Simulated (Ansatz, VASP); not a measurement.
GeW4 in VASP and in Ansatz

```
CELL_PARAMETERS angstrom
5.33236 0.00000 0.00000
-2.66618 4.61796 0.00000
0.00000 0.00000 5.00229
ATOMIC_POSITIONS crystal
Ge 0.00000 0.00000 0.00000
W 0.50000 0.00000 0.50000
W 0.00000 0.50000 0.50000
W 0.50000 0.50000 0.50000
W 0.00000 0.00000 0.50000
```

Alike in both runs: functional PBE; k mesh 3 × 3 × 4; occupations gaussian, width 0.1 eV; no spin polarisation.

Ansatz relaxed the structure, and its values are those at the end. VASP's run is a single point on that final structure, the one shown.

```csv
,VASP,Ansatz
version,VASP 6.6.1,Ansatz 0.2.0
potentials or method,"VASP PAW PBE potentials, release 64 (Ge_d, W_sv), cutoff 520 eV","scalar-relativistic, plane waves, PAW"
valence electrons in the cell,70,70
```

|  | VASP | Ansatz | Ansatz less VASP |
| --- | --- | --- | --- |
| gap on the k mesh at the Fermi level (eV) | none | none | - |
| pressure (GPa) | 0.2 | -0.1 | -0.29 |

A gap of «none» marks a metal or a gap that the smearing closes. With one functional, cell and mesh, what is left measures potentials, basis and numerics.

The k mesh is coarse, so the values compare programs but aren't converged. Spin-orbit coupling is off throughout.
